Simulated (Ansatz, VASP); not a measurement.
## Two plane-wave programs on Si

```
Si
1.0
     0.00000    5.43000    5.43000
     5.43000    0.00000    5.43000
     5.43000    5.43000    0.00000
Si
17
Direct
  0.00175 0.99930 0.99931
  0.12383 0.12292 0.12292
  0.99714 0.99682 0.50295
  0.12386 0.12308 0.62999
  0.99714 0.50295 0.99682
  0.12386 0.62997 0.12309
  0.99709 0.50307 0.50308
  0.12611 0.62464 0.62464
  0.50408 0.99658 0.99658
  0.63259 0.12242 0.12243
  0.50406 0.99667 0.50260
  0.62503 0.12613 0.62439
  0.50406 0.50260 0.99668
  0.62503 0.62439 0.12613
  0.50003 0.50001 0.50000
  0.62500 0.62446 0.62446
  0.25172 0.24932 0.24933
```

Alike in both runs: functional LDA; k mesh 2 × 2 × 2; occupations gaussian, width 0.05 eV; no spin polarisation.

Ansatz relaxed the structure, and its values are those at the end. VASP's run is a single point on that final structure, the one shown.

|  | VASP | Ansatz |
| --- | --- | --- |
| version | VASP 6.6.1 | Ansatz 0.2.0 |
| potentials or method | VASP PAW LDA potentials, release 64 (Si), cutoff 520 eV | scalar-relativistic, plane waves, PAW |
| valence electrons in the cell | 68 | 68 |

VASP gave:

* rms of the force components (eV/Å): 0.012

Problem. Estimate Ansatz's values.

Solution. rms of the force components (eV/Å): 0.013.

Ansatz warns that its potentials were made for another functional, while VASP's fit it. LDA's correlation is that of Perdew and Zunger in VASP and of Perdew and Wang (1992) in Ansatz.

The k mesh is coarse, so the values compare programs but aren't converged.
